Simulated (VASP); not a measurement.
# CdF2 (R-3m) in VASP: a series of runs

The runs below take CdF2 through single point, with PBEsol.

All numbers are computed with VASP 6.6.1; they aren't measurements. Logs are shortened: lines on timing, memory, paths and dates and some standing lists are left out, and cuts for length are marked.

## Step 1: The cell of the first run

It takes space group R-3m (No. 166, trigonal). Conventional cell: a = 4.800 Å, b = 4.800 Å, c = 5.879 Å, α = 90.00°, β = 90.00°, γ = 120.00°. Cd (site symmetry -3m) has 2 F at 1.47 Å within 2.0 Å. Within 2.0 Å of F (site symmetry 3m) lie 1 Cd at 1.47 Å.

## Step 2: Single point, PBEsol

File INCAR:

```
ALGO = Normal
EDIFF = 1E-6
ENCUT = 520
GGA = PS
ISIF = 2
ISMEAR = 0
LASPH = T
LCHARG = T
LELF = T
LREAL = F
LVHAR = T
LWAVE = F
NBANDS = 20
NELM = 100
PREC = Accurate
SIGMA = 0.05
```

File KPOINTS:

```
k-points
0
Gamma
  8 8 8
```

File POSCAR:

```
CdF2
1.0
   -1.1314091028      2.2628182056      2.2628182056
    2.2628182056     -1.1314091028      2.2628182056
    2.2628182056      2.2628182056     -1.1314091028
Cd F
1 2
Direct
    0.0000000000      0.0000000000      0.0000000000
    0.2500000000      0.2500000000      0.2500000000
    0.7500000000      0.7500000000      0.7500000000
```

Potentials or basis: VASP PAW PBE potentials, release 64 (Cd, F).

Started as:

```console
$ cat potpaw_PBE.64/Cd/POTCAR potpaw_PBE.64/F/POTCAR > POTCAR
$ mpirun -np 1 vasp_std > vasp.out
```

OUTCAR:

```text
EDIFF = 1E-6
   ENCUT = 520
   GGA = PS
   ISIF = 2
   ISMEAR = 0
   LASPH = T
   LREAL = F
   NELM = 100
   PREC = Accurate

 ion  position               nearest neighbor table
   1  0.000  0.000  0.000-   2 1.47   3 1.47   3 2.81   2 2.81   3 2.81   3 2.81   2 2.81   2 2.81

   2  0.250  0.250  0.250-   1 1.47   1 2.81   1 2.81   1 2.81
   3  0.750  0.750  0.750-   1 1.47   1 2.81   1 2.81   1 2.81

  LATTYP: Found a simple cubic cell.
 ALAT       =     3.3942273084

  Lattice vectors:

 A1 = (  -1.1314091028,   2.2628182056,   2.2628182056)
 A2 = (   2.2628182056,  -1.1314091028,   2.2628182056)
 A3 = (   2.2628182056,   2.2628182056,  -1.1314091028)

Analysis of symmetry for initial positions (statically):
=====================================================================
 Subroutine PRICEL returns:
 Original cell was already a primitive cell.

 Routine SETGRP: Setting up the symmetry group for a
 simple cubic supercell.

 Subroutine GETGRP returns: Found 12 space group operations
 (whereof 12 operations were pure point group operations)
 out of a pool of 48 trial point group operations.

The static configuration has the point symmetry D_3d.

Analysis of symmetry for dynamics (positions and initial velocities):
=====================================================================
 Subroutine PRICEL returns:
 Original cell was already a primitive cell.

 Routine SETGRP: Setting up the symmetry group for a
 simple cubic supercell.

 Subroutine GETGRP returns: Found 12 space group operations
 (whereof 12 operations were pure point group operations)
 out of a pool of 48 trial point group operations.

The dynamic configuration has the point symmetry D_3d.

 Subroutine INISYM returns: Found 12 space group operations
 (whereof 12 operations are pure point group operations),
 and found     1 'primitive' translations

----------------------------------------------------------------------------------------

                                     Primitive cell

  volume of cell :      39.1041

  direct lattice vectors                    reciprocal lattice vectors
    -1.131409103  2.262818206  2.262818206    -0.098205955  0.196411909  0.196411909
     2.262818206 -1.131409103  2.262818206     0.196411909 -0.098205955  0.196411909
     2.262818206  2.262818206 -1.131409103     0.196411909  0.196411909 -0.098205955

  length of vectors
     3.394227308  3.394227308  3.394227308     0.294617864  0.294617864  0.294617864

  position of ions in fractional coordinates (direct lattice)
     0.000000000  0.000000000  0.000000000
     0.250000000  0.250000000  0.250000000
     0.750000000  0.750000000  0.750000000

  ion indices of the primitive-cell ions
   primitive index   ion index
                 1           1
                 2           2
                 3           3

----------------------------------------------------------------------------------------

 KPOINTS: k-points

Automatic generation of k-mesh.
 Grid dimensions read from file:
 generate k-points for:    8    8    8

 Generating k-lattice:

  Cartesian coordinates                     Fractional coordinates (reciprocal lattice)
    -0.012275744  0.024551489  0.024551489     0.125000000  0.000000000  0.000000000
     0.024551489 -0.012275744  0.024551489     0.000000000  0.125000000  0.000000000
     0.024551489  0.024551489 -0.012275744     0.000000000  0.000000000  0.125000000

  Length of vectors
     0.036827233  0.036827233  0.036827233

  Shift w.r.t. Gamma in fractional coordinates (k-lattice)
     0.000000000  0.000000000  0.000000000

 Subroutine IBZKPT returns following result:
 ===========================================

 Found     65 irreducible k-points:

 Following reciprocal coordinates:
            Coordinates               Weight
  0.000000  0.000000  0.000000      1.000000
  0.125000  0.000000  0.000000      6.000000
  0.250000  0.000000  0.000000      6.000000
  0.375000  0.000000  0.000000      6.000000
  0.500000  0.000000  0.000000      3.000000
  0.125000  0.125000  0.000000      6.000000
[... 16 lines left out ...]
 -0.125000  0.125000  0.125000      6.000000
  0.250000  0.125000  0.125000      6.000000
 [... further k-points ...]
   k-points           NKPTS =     65   k-points in BZ     NKDIM =     65   number of bands    NBANDS=     20
   number of dos      NEDOS =    301   number of ions     NIONS =      3
   total plane-waves  NPLWV =  21952
   dimension x,y,z NGX =    28 NGY =   28 NGZ =   28
   dimension x,y,z NGXF=    56 NGYF=   56 NGZF=   56
   ions per type =               1   2
   NGX,Y,Z   is equivalent  to a cutoff of  13.71, 13.71, 13.71 a.u.
   NGXF,Y,Z  is equivalent  to a cutoff of  27.43, 27.43, 27.43 a.u.
 SYSTEM =  unknown system
   PREC   = accura    normal or accurate (medium, high low for compatibility)
   ISTART =      0    job   : 0-new  1-cont  2-samecut
   ICHARG =      2    charge: 1-file 2-atom 10-const
   ISPIN  =      1    spin polarized calculation?
   LNONCOLLINEAR =      F non collinear calculations
   LSORBIT =      F    spin-orbit coupling
   LASPH  =      T    aspherical Exc in radial PAW
   ENCUT  =  520.0 eV  38.22 Ry    6.18 a.u.   6.31  6.31  6.31*2*pi/ulx,y,z
   NELM   =    100;   NELMIN=  2; NELMDL= -5     # of ELM steps
   EDIFF  = 0.1E-05   stopping-criterion for ELM
   LREAL  =      F    real-space projection
   EDIFFG = 0.1E-04   stopping-criterion for IOM
   NSW    =      0    number of steps for IOM
   IBRION =     -1    ionic relax: 0-MD 1-quasi-New 2-CG
   NFREE  =      0    steps in history (QN), initial steepest desc. (CG)
   ISIF   =      2    stress and relaxation
   ISYM   =      2    0-nonsym 1-usesym 2-fastsym
   POTIM  = 0.5000    time-step for ionic-motion
   TEBEG  =    0.0;   TEEND  =   0.0 temperature during run
   PSTRESS=    0.0 pullay stress
   NELECT =      26.0000    total number of electrons
   NUPDOWN=      -1.0000    fix difference up-down
   EMIN   =  10.00;   EMAX   =-10.00  energy-range for DOS
   EFERMI =   0.00;   METHOD = LEGACY
   ISMEAR =     0;   SIGMA  =   0.05  broadening in eV -4-tet -1-fermi 0-gaus
   EFERMI_NEDOS =   21; number of points for ismear=-14 and -15
   IALGO  =     38    algorithm
   IMIX   =      4    mixing-type and parameters
     AMIX     =   0.40;   BMIX     =  1.00
     AMIX_MAG =   1.60;   BMIX_MAG =  1.00
  volume/ion in A,a.u.               =      13.03        87.96
  Fermi-wavevector in a.u.,A,eV,Ry     =   1.428867  2.700166 27.778468  2.041660
  Thomas-Fermi vector in A             =   2.548882
   LORBIT       =      0    0 simple, 1 ext, 2 COOP (PROOUT), +10 PAW based schemes
   GGA     = PS    functional components
   LHFCALC =     F    Hartree Fock is set to
   AEXX    =    0.0000 exact exchange contribution
   IVDW    =     0    specifies the selected vdW correction
   LEPSILON=     F    determine dielectric tensor
   LRPA    =     F    only Hartree local field effects (RPA)
 non-spin polarized calculation
 Gauss-broadening in eV      SIGMA  =   0.05
  energy-cutoff  :      520.00
  volume of cell :       39.10
 maximum number of plane-waves:      1074
 NGX is ok and might be reduce to    28

 number of electron      25.9999959 magnetization

 Free energy of the ion-electron system (eV)
  ---------------------------------------------------
  ext. energy  EPLUGINS =         0.00000000
  ---------------------------------------------------
  free energy    TOTEN  =         2.46308483 eV

  energy without entropy =        2.46308483  energy(sigma->0) =        2.46308483

 E-fermi :   0.2194     XC(G=0): -10.4503

 val. band max:       -0.0493564479   @ k =   0.5000   0.0000   0.0000
 cond. band min:       5.9474538670   @ k =  -0.1250   0.1250   0.0000
 fundamental gap:      5.9968103150
 Fermi energy:         0.2193980726

 k-point     1 :       0.0000    0.0000    0.0000
  band No.  band energies     occupation
      1     -25.8696      2.00000
      2     -22.7781      2.00000
      3     -10.6316      2.00000
      4     -10.0773      2.00000
      5     -10.0773      2.00000
      6      -6.5043      2.00000
[... 12 lines left out ...]
     19      19.2790      0.00000
     20      22.3727      0.00000

 k-point     2 :       0.1250    0.0000    0.0000
  band No.  band energies     occupation
      1     -25.8478      2.00000
      2     -22.8096      2.00000
      3     -10.5431      2.00000
      4     -10.0609      2.00000
      5     -10.0128      2.00000
      6      -6.5253      2.00000
[... 12 lines left out ...]
     19      19.0106      0.00000
     20      20.5901      0.00000

 k-point     3 :       0.2500    0.0000    0.0000
  band No.  band energies     occupation
      1     -25.7930      2.00000
      2     -22.8858      2.00000
      3     -10.3469      2.00000
      4     -10.0211      2.00000
      5      -9.8236      2.00000
      6      -6.5730      2.00000
[... 12 lines left out ...]
     19      18.4517      0.00000
     20      18.4689      0.00000

 k-point     4 :       0.3750    0.0000    0.0000
  band No.  band energies     occupation
      1     -25.7365      2.00000
      2     -22.9633      2.00000
      3     -10.1840      2.00000
      4      -9.9810      2.00000
      5      -9.5758      2.00000
      6      -6.6162      2.00000
[... 12 lines left out ...]
     19      17.1290      0.00000
     20      18.1802      0.00000

 k-point     5 :       0.5000    0.0000    0.0000
  band No.  band energies     occupation
      1     -25.7118      2.00000
      2     -22.9953      2.00000
      3     -10.1259      2.00000
      4      -9.9642      2.00000
      5      -9.4551      2.00000
      6      -6.6327      2.00000
[... 12 lines left out ...]
     19      17.4001      0.00000
     20      17.5878      0.00000
[... 353 lines left out ...]
      6      -6.5984      2.00000
[... 12 lines left out ...]
     19      17.9970      0.00000
     20      18.4077      0.00000

 k-point    22 :       0.1250    0.1250    0.1250
  band No.  band energies     occupation
      1     -25.7737      2.00000
      2     -22.9281      2.00000
      3     -10.1608      2.00000
      4      -9.9486      2.00000
      5      -9.9486      2.00000
      6      -6.6090      2.00000
[... 12 lines left out ...]
     19      18.0340      0.00000
     20      18.4558      0.00000

 k-point    23 :      -0.1250    0.1250    0.1250
  band No.  band energies     occupation
      1     -25.8218      2.00000
      2     -22.8372      2.00000
      3     -10.4656      2.00000
      4     -10.0126      2.00000
      5      -9.9180      2.00000
      6      -6.5518      2.00000
[... 12 lines left out ...]
     19      18.3481      0.00000
     20      18.3532      0.00000

 k-point    24 :       0.2500    0.1250    0.1250
  band No.  band energies     occupation
      1     -25.7209      2.00000
      2     -22.9963      2.00000
      3     -10.0000      2.00000
      4      -9.9015      2.00000
      5      -9.7367      2.00000
      6      -6.6818      2.00000
[... 12 lines left out ...]
     19      17.6192      0.00000
     20      18.2996      0.00000

 [... further k-points ...]
[... 5 lines left out ...]
  --------------------------------------------------------------------------------------
  -------------------------------------------------------------------------------------
  Total       40.2061893     40.2061893     40.2061893     38.6661950     38.6661950     38.6661950
  in kB     1647.3304499   1647.3304499   1647.3304499   1584.2337062   1584.2337062   1584.2337062
  external PRESSURE =    1647.3304499 kB  Pullay stress =       0.0000000 kB

 VOLUME and BASIS-vectors are now :
 -----------------------------------------------------------------------------
  energy-cutoff  :      520.00
  volume of cell :       39.10
      direct lattice vectors                 reciprocal lattice vectors
    -1.131409103  2.262818206  2.262818206    -0.098205955  0.196411909  0.196411909
     2.262818206 -1.131409103  2.262818206     0.196411909 -0.098205955  0.196411909
     2.262818206  2.262818206 -1.131409103     0.196411909  0.196411909 -0.098205955

 POSITION                                       TOTAL-FORCE (eV/Angst)
 -----------------------------------------------------------------------------------
      0.00000      0.00000      0.00000         0.000000      0.000000      0.000000
      0.84856      0.84856      0.84856        22.793606     22.793606     22.793606
      2.54567      2.54567      2.54567       -22.793606    -22.793606    -22.793606
 -----------------------------------------------------------------------------------
    total drift:                               -0.000000     -0.000000      0.000000

  FREE ENERGIE OF THE ION-ELECTRON SYSTEM (eV)
  ---------------------------------------------------
  free  energy   TOTEN  =         2.4630848303 eV

  energy  without entropy=        2.4630848303  energy(sigma->0) =        2.46308483
```

Run time: 24 s. Hardware: 1 thread of Intel Xeon Platinum 8559C (Emerald Rapids), shared host; peak memory 0.18 GiB.

What came out:

| Item | Value |
| --- | --- |
| Free energy | 2.4631 eV |
| Pressure | 164.7 GPa |
| Largest force | 39.480 eV/Å |
| Band gap on the k mesh | 6.00 eV, indirect (least direct gap 6.75 eV) |

Forces on the atoms (eV/Å):
```
Cd    0.000   0.000   0.000
F    22.794  22.794  22.794
F   -22.794 -22.794 -22.794
```

Caveat: the PAW data sets were made with another functional, which shifts forces and pressure a little.

## Step 3: Single point, PBEsol

This run uses another cell than the first one, of the same volume but with other edges.

File INCAR:

```
PREC     = Accurate       # precision mode
ENCUT    = 520            # plane-wave cutoff, eV
EDIFF    = 1E-6           # SCF threshold, eV
ISMEAR   = 0              # smearing method
SIGMA    = 0.05           # smearing width, eV
LREAL    = F              # projectors in reciprocal space
LASPH    = T              # aspherical terms in the spheres
NELM     = 60             # most SCF steps
ALGO     = Normal         # electronic algorithm
ISIF     = 2              # what is computed and relaxed
LWAVE    = F              # write WAVECAR
LCHARG   = F              # write CHGCAR
GGA      = PS             # functional
NBANDS   = 20             # bands
```

File KPOINTS:

```
Automatic mesh
0
Gamma
  8 8 8
```

File POSCAR:

```
CdF2
1.0
    1.4254861447      3.5637153617      3.5637153617
    3.5637153617      1.4254861447      3.5637153617
    3.5637153617      3.5637153617      1.4254861447
Cd F
1 2
Direct
    0.0000000000      0.0000000000      0.0000000000
    0.2500000000      0.2500000000      0.2500000000
    0.7500000000      0.7500000000      0.7500000000
```

Potentials or basis: VASP PAW PBE potentials, release 64 (Cd, F).

Started as:

```console
$ cat potpaw_PBE.64/Cd/POTCAR potpaw_PBE.64/F/POTCAR > POTCAR
$ mpirun -np 1 vasp_std > vasp.out
```

Run time: 46 s. Hardware: 1 thread of Intel Xeon Platinum 8559C (Emerald Rapids), shared host; peak memory 0.26 GiB.

The run converged. Its results:

| Quantity | Value |
| --- | --- |
| Free energy | -10.3731 eV |
| Pressure | 24.6 GPa |
| Largest force | 1.070 eV/Å |
| Band gap on the k mesh | 3.30 eV, indirect (least direct gap 3.36 eV) |

Forces in eV/Å, atoms in the order of the input:
```
Cd   0.000  0.000  0.000
F   -0.618 -0.618 -0.618
F    0.618  0.618  0.618
```

Stress tensor (GPa, compression positive):
```
24.55 -6.63 -6.63
-6.63 24.55 -6.63
-6.63 -6.63 24.55
```

Levels at points of the mesh, in eV from the valence-band top:
```tsv
k point	band 11	band 12	band 13	band 14	band 15	band 16
(0.00, 0.00, 0.00)	-1.45	-0.06	-0.06	3.30	9.23	13.03
(0.50, 0.00, 0.00)	-2.15	-0.41	-0.12	8.64	8.89	13.98
(0.50, 0.50, 0.00)	-2.19	-0.06	0.00	8.24	8.88	13.54
(0.50, 0.50, 0.50)	-1.64	0.00	0.00	4.47	7.89	15.34
```

Caveat: the PAW data sets were made with another functional, which shifts forces and pressure a little.

(Continued in part 2 of 2.)
